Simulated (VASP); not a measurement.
# AlNi (Cm) in VASP: a series of runs, part 2 of 2

VASP 6.6.1. The steps go on from the part before.

## Step 3: Single point, PBE

The input, INCAR:

```
PREC = Accurate
ENCUT = 520
EDIFF = 1E-6
ISMEAR = 0
SIGMA = 0.15
LREAL = F
LASPH = T
NELM = 80
ALGO = Fast
ISIF = 2
LWAVE = F
LCHARG = T
GGA = PE
LELF = T
LVHAR = T
NBANDS = 28
```

The input, KPOINTS:

```
regular mesh
0
Gamma
  15 15 5
```

The input, POSCAR:

```
AlNi
1.0
    0.0000000000     -2.8927237813      0.0000000000
    0.0000000000      0.0000000000     -2.8927237813
    9.3781713440     -0.2410603151     -0.2410603151
Al Ni
3 3
Direct
    0.9421650886     -0.0578349114      0.6940189371
    0.9935738987     -0.0064261013      0.0771132152
    0.9678694937     -0.0321305063      0.3855660762
    0.4293128860      0.4293128860      0.8482453676
    0.4807216962      0.4807216962      0.2313396457
    0.4550172911      0.4550172911      0.5397925066
```

Potentials or basis: VASP PAW PBE potentials, release 64 (Al, Ni).

Command:

```
> cat potpaw_PBE.64/Al/POTCAR potpaw_PBE.64/Ni/POTCAR > POTCAR
> mpirun -np 1 vasp_std > vasp.out
```

OUTCAR:

```text
PREC = Accurate
   ENCUT = 520
   EDIFF = 1E-6
   ISMEAR = 0
   LREAL = F
   LASPH = T
   NELM = 80
   ISIF = 2
   GGA = PE

 ion  position               nearest neighbor table
   1  0.942  0.942  0.694-   4 2.51   6 2.51   6 2.51   6 2.51   4 2.51   4 2.51   6 2.51   4 2.51
                             3 2.89
   2  0.994  0.994  0.077-   5 2.51   5 2.51   5 2.51   5 2.51   4 2.74   3 2.89   4 2.98   4 2.98
                             4 3.21
   3  0.968  0.968  0.386-   6 2.51   6 2.51   6 2.51   6 2.51   5 2.51   5 2.51   5 2.51   5 2.51
                             1 2.89   2 2.89
   4  0.429  0.429  0.848-   1 2.51   1 2.51   1 2.51   1 2.51   2 2.74   6 2.89   2 2.98   2 2.98
                             2 3.21
   5  0.481  0.481  0.231-   2 2.51   3 2.51   2 2.51   2 2.51   3 2.51   3 2.51   2 2.51   3 2.51
                             6 2.89
   6  0.455  0.455  0.540-   3 2.51   3 2.51   3 2.51   3 2.51   1 2.51   1 2.51   1 2.51   1 2.51
                             5 2.89   4 2.89

  LATTYP: Found a base centered monoclinic cell.
 ALAT       =     4.0909292037
 B/A-ratio  =     1.0000000000
 C/A-ratio  =     2.2939447600
 COS(beta)  =    -0.0363275240

  Lattice vectors:

 A1 = (   0.0000000000,   2.8927237813,   0.0000000000)
[... 192 lines left out ...]
 Fermi energy:         8.8691659851

 k-point     1 :       0.0000    0.0000    0.0000
  band No.  band energies     occupation
      1      -1.8605      2.00000
      2      -0.3142      2.00000
      3       0.5260      2.00000
      4       4.1771      2.00000
      5       4.7002      2.00000
      6       5.7698      2.00000
[... 733 lines left out ...]
     27      15.3980      0.00000
     28      16.5513      0.00000

 [... further k-points ...]

------------------------ aborting loop because EDIFF is reached ----------------------------------------

  FORCE on cell =-STRESS in cart. coord.  units (eV):
  Direction    XX          YY          ZZ          XY          YZ          ZX
  --------------------------------------------------------------------------------------
  -------------------------------------------------------------------------------------
  Total       -3.6798933     -2.4514767     -2.4514767      0.2707283      0.0818723      0.2707284
  in kB      -75.1300552    -50.0502511    -50.0502511      5.5272880      1.6715354      5.5272899
  external PRESSURE =     -58.4101858 kB  Pullay stress =       0.0000000 kB

 VOLUME and BASIS-vectors are now :
 -----------------------------------------------------------------------------
  energy-cutoff  :      520.00
  volume of cell :       78.48
      direct lattice vectors                 reciprocal lattice vectors
     0.000000000 -2.892723781  0.000000000    -0.008885883 -0.345694949  0.000000000
     0.000000000  0.000000000 -2.892723781    -0.008885883  0.000000000 -0.345694949
     9.378171344 -0.241060315 -0.241060315     0.106630596  0.000000000  0.000000000

 POSITION                                       TOTAL-FORCE (eV/Angst)
 -----------------------------------------------------------------------------------
      6.50863     -2.89272     -2.89272         0.593675     -0.039418     -0.039418
      0.72318     -2.89272     -2.89272        -1.211346      0.053556      0.053556
      3.61590     -2.89272     -2.89272         0.030094      0.008852      0.008852
      7.95499     -1.44636     -1.44636         0.706897     -0.009017     -0.009017
      2.16954     -1.44636     -1.44636        -0.058094     -0.005053     -0.005053
      5.06227     -1.44636     -1.44636        -0.061225     -0.008921     -0.008921
 -----------------------------------------------------------------------------------
    total drift:                                0.000278     -0.000277     -0.000277

  FREE ENERGIE OF THE ION-ELECTRON SYSTEM (eV)
  ---------------------------------------------------
  free  energy   TOTEN  =       -30.9478991181 eV

  energy  without entropy=      -30.9179023258  energy(sigma->0) =      -30.93290072
```

OSZICAR:

```text
N       E                     dE             d eps       ncg     rms          rms(c)
DAV:   1     0.215855387752E+03    0.21586E+03   -0.16313E+04 17024   0.154E+03
DAV:   2    -0.224984510023E+02   -0.23835E+03   -0.22808E+03 17036   0.311E+02
DAV:   3    -0.349486270719E+02   -0.12450E+02   -0.12064E+02 19368   0.913E+01
[... 10 lines left out ...]
RMM:  14    -0.309479355168E+02   -0.48944E-04   -0.11674E-03 20751   0.304E-01    0.134E-01
RMM:  15    -0.309478805905E+02    0.54926E-04   -0.57696E-04 21301   0.166E-01    0.223E-02
RMM:  16    -0.309479006474E+02   -0.20057E-04   -0.16085E-04 22932   0.814E-02    0.332E-02
RMM:  17    -0.309478987208E+02    0.19266E-05   -0.41519E-05 20962   0.357E-02    0.101E-02
RMM:  18    -0.309478997630E+02   -0.10422E-05   -0.65863E-06 15484   0.137E-02    0.105E-02
RMM:  19    -0.309478991181E+02    0.64485E-06   -0.16437E-06 11696   0.111E-02
   1 F= -.30947899E+02 E0= -.30932901E+02  d E =-.299968E-01
```

Run time: 5.3 min. Hardware: 1 thread of Intel Xeon 6975P-C (Granite Rapids), shared host; peak memory 0.6 GiB.

Results:

```yaml
Free_energy: -30.9479 eV
Pressure: -5.8 GPa
Largest_force: 1.214 eV/Å
Band_gap_on_the_k_mesh: zero (an odd number of electrons rules out a gap without spin polarisation)
```

Forces in eV/Å, atoms in the order of the input:
```
Al   0.594 -0.039 -0.039
Al  -1.211  0.054  0.054
Al   0.030  0.009  0.009
Ni   0.707 -0.009 -0.009
Ni  -0.058 -0.005 -0.005
Ni  -0.061 -0.009 -0.009
```

Caveat: the cell stands under tension; forces of over 1 eV/Å act on the atoms, so gaps and moduli don't describe the material at rest. Spin polarisation is off, so any magnetic state and its effect on volume and gap are missing.

## Step 4: Single point, PBE

The input, INCAR:

```
SYSTEM = AlNi
ALGO = Fast
EDIFF = 1E-6
ENCUT = 520
GGA = PE
ISIF = 2
ISMEAR = 0
LASPH = .TRUE.
LCHARG = .FALSE.
LREAL = .FALSE.
LWAVE = .FALSE.
NBANDS = 28
NELM = 80
PREC = Accurate
SIGMA = 0.15
```

The input, KPOINTS:

```
k-points
0
G
  15 15 5
  0 0 0
```

The input, POSCAR:

```
AlNi
1.0
    0.0000000000     -2.8927237813      0.0000000000
    0.0000000000      0.0000000000     -2.8927237813
    9.3781713440     -0.7231809453     -0.7231809453
Al Ni
3 3
Direct
    0.8264952657     -0.1735047343      0.6940189371
    0.9807216962     -0.0192783038      0.0771132152
    0.9036084810     -0.0963915190      0.3855660762
    0.2879386581      0.2879386581      0.8482453676
    0.4421650886      0.4421650886      0.2313396457
    0.3650518733      0.3650518733      0.5397925066
```

Command:

```
> cat potpaw_PBE.64/Al/POTCAR potpaw_PBE.64/Ni/POTCAR > POTCAR
> mpirun -np 1 vasp_std > vasp.out
```

Wall time 6.5 min (1 thread of Intel Xeon 6975P-C (Granite Rapids), shared host); peak memory 0.6 GiB.

The run converged. Its results:

* Free energy: -30.7644 eV
* Pressure: -3.6 GPa
* Largest force: 0.653 eV/Å
* Band gap on the k mesh: zero (an odd number of electrons rules out a gap without spin polarisation)

Forces in eV/Å, atoms in the order of the input:
```
Al   0.585 -0.087 -0.087
Al  -0.464  0.325  0.325
Al   0.015  0.017  0.017
Ni  -0.153 -0.238 -0.238
Ni   0.112  0.002  0.002
Ni  -0.094 -0.020 -0.020
```

Stress tensor (GPa, compression positive):
```
-3.11  2.15  2.15
 2.15 -3.90  0.78
 2.15  0.78 -3.90
```

Levels at points of the mesh, in eV from the Fermi level:
```
           k point  band 16  band 17  band 18  band 19  band 20  band 21  band 22  band 23
(0.00, 0.00, 0.00)    -1.49    -1.29    -1.10    -0.87    -0.23     4.02     5.92     5.93
```

Caveat: the cell stands under tension.

## Step 5: Single point, PBE

This run uses another cell than the first one, of 13.78 Å³/atom.

The input, INCAR:

```
ALGO     = Fast           # electronic algorithm
EDIFF    = 1E-6           # SCF threshold, eV
ENCUT    = 520            # plane-wave cutoff, eV
GGA      = PE             # functional
ISIF     = 2              # what is computed and relaxed
ISMEAR   = 0              # smearing method
LASPH    = T              # aspherical terms in the spheres
LCHARG   = F              # write CHGCAR
LREAL    = F              # projectors in reciprocal space
LWAVE    = F              # write WAVECAR
NBANDS   = 28             # bands
NELM     = 60             # most SCF steps
PREC     = Accurate       # precision mode
SIGMA    = 0.15           # smearing width, eV
```

The input, KPOINTS:

```
k-points
0
Gamma
  15 15 5
```

The input, POSCAR:

```
AlNi
1.0
    0.0000000000     -2.8927237813      0.0000000000
    0.0000000000      0.0000000000     -2.8927237813
    9.8781713440     -0.4821206302     -0.4821206302
Al Ni
3 3
Direct
    0.8901849968     -0.1098150032      0.6588900194
    0.9877983330     -0.0122016670      0.0732100022
    0.9389916649     -0.0610083351      0.3660500108
    0.3657816627      0.3657816627      0.8053100237
    0.4633949989      0.4633949989      0.2196300065
    0.4145883308      0.4145883308      0.5124700151
```

Command:

```
> cat potpaw_PBE.64/Al/POTCAR potpaw_PBE.64/Ni/POTCAR > POTCAR
> mpirun -np 1 vasp_std > vasp.out
```

It took 6.3 min on 1 thread of Intel Xeon 6975P-C (Granite Rapids), shared host; peak memory 0.64 GiB.

It converged, with:

| Quantity | Value |
| --- | --- |
| Free energy | -30.3251 eV |
| Pressure | -6.1 GPa |
| Largest force | 1.004 eV/Å |
| Band gap on the k mesh | zero (an odd number of electrons rules out a gap without spin polarisation) |

Forces in eV/Å, atoms in the order of the input:
```
Al   0.728 -0.033 -0.033
Al  -1.003 -0.014 -0.014
Al   0.077  0.007  0.007
Ni   0.492  0.059  0.059
Ni  -0.160 -0.011 -0.011
Ni  -0.134 -0.008 -0.008
```

Stress tensor (GPa, compression positive):
```
-7.79  0.14  0.14
 0.14 -5.30  0.08
 0.14  0.08 -5.30
```

Levels at points of the mesh, in eV from the Fermi level:
```
           k point  band 16  band 17  band 18  band 19  band 20  band 21  band 22  band 23
(0.00, 0.00, 0.00)    -1.40    -1.05    -1.04    -0.69    -0.28     3.52     5.32     5.91
```

Caveat: the cell stands under tension; forces of over 1 eV/Å act on the atoms, so gaps and moduli don't describe the material at rest.

## Step 6: Single point, PBE

This run uses another cell than the first one, of 11.68 Å³/atom.

The input, INCAR:

```
ALGO     = Fast           # electronic algorithm
EDIFF    = 1E-6           # SCF threshold, eV
ENCUT    = 520            # plane-wave cutoff, eV
GGA      = PE             # functional
ISIF     = 2              # what is computed and relaxed
ISMEAR   = 0              # smearing method
LASPH    = True           # aspherical terms in the spheres
LCHARG   = True           # write CHGCAR
LELF     = True           # ELF
LREAL    = False          # projectors in reciprocal space
LVHAR    = True         
LWAVE    = False          # write WAVECAR
NBANDS   = 28             # bands
NELM     = 80             # most SCF steps
PREC     = Accurate       # precision mode
SIGMA    = 0.15           # smearing width, eV
```

KPOINTS is that of step 5.

The input, POSCAR:

```
AlNi
1.0
    0.0000000000     -2.8927237813      0.0000000000
    0.0000000000      0.0000000000     -2.8927237813
    8.3781713440     -0.2410603151     -0.2410603151
Al Ni
3 3
Direct
    0.9352620415     -0.0647379585      0.7768555023
    0.9928068935     -0.0071931065      0.0863172780
    0.9640344675     -0.0359655325      0.4315863902
    0.4208758285      0.4208758285      0.9494900584
    0.4784206805      0.4784206805      0.2589518341
    0.4496482545      0.4496482545      0.6042209463
```

Potentials or basis: VASP PAW PBE potentials, release 64 (Al, Ni).

Command:

```
> cat potpaw_PBE.64/Al/POTCAR potpaw_PBE.64/Ni/POTCAR > POTCAR
> mpirun -np 1 vasp_std > vasp.out
```

It took 4.2 min on 1 thread of Intel Xeon 6975P-C (Granite Rapids), shared host; peak memory 0.55 GiB.

It converged, with:

- Free energy: -30.8804 eV
- Pressure: 10.0 GPa
- Largest force: 3.963 eV/Å
- Band gap on the k mesh: zero (an odd number of electrons rules out a gap without spin polarisation)

Forces on the atoms (eV/Å):
```
Al  -0.816 -0.055 -0.055
Al   2.916  1.898  1.898
Al   0.045  0.020  0.020
Ni  -2.487 -1.891 -1.891
Ni   0.392  0.050  0.050
Ni  -0.050 -0.022 -0.022
```

Stress tensor (GPa, compression positive):
```
12.98  5.81  5.81
 5.81  8.49  3.06
 5.81  3.06  8.49
```

Levels at points of the mesh, in eV from the Fermi level:
```tsv
k point	band 16	band 17	band 18	band 19	band 20	band 21	band 22	band 23
(0.00, 0.00, 0.00)	-1.53	-1.48	-1.44	-0.13	0.32	5.19	5.24	6.61
```

Caveat: the cell stands under pressure; forces of over 1 eV/Å act on the atoms, so gaps and moduli don't describe the material at rest. Spin polarisation is off, so any magnetic state and its effect on volume and gap are missing.

## Step 7: Summary

```tsv
cell	gap on the mesh (eV)	pressure (GPa)	largest force (eV/Å)
a = 2.893, b = 2.893, c = 9.532 Å, angles 82.7, 82.7, 90.0°, 6 atoms	none	-0.9	1.88
a = 2.893, b = 2.893, c = 9.384 Å, angles 88.5, 88.5, 90.0°, 6 atoms	none	-5.8	1.21
a = 2.893, b = 2.893, c = 9.434 Å, angles 85.6, 85.6, 90.0°, 6 atoms	none	-3.6	0.65
a = 2.893, b = 2.893, c = 9.902 Å, angles 87.2, 87.2, 90.0°, 6 atoms	none	-6.1	1.00
a = 2.893, b = 2.893, c = 8.385 Å, angles 88.4, 88.4, 90.0°, 6 atoms	none	10.0	3.96
```

Alike in all rows: task single point; level PBE; potentials or basis VASP PAW PBE potentials, release 64 (Al, Ni); no spin polarisation; k mesh 15 × 15 × 5; cutoff (eV) 520; smearing gaussian 0.15 eV.

Caveats: forces of over 1 eV/Å act on the atoms, so gaps and moduli don't describe the material at rest (at least some runs); the cell stands under tension (at least some runs); the cell stands under pressure (at least some runs).

Absolute energies hang on the potentials; compare differences alone.
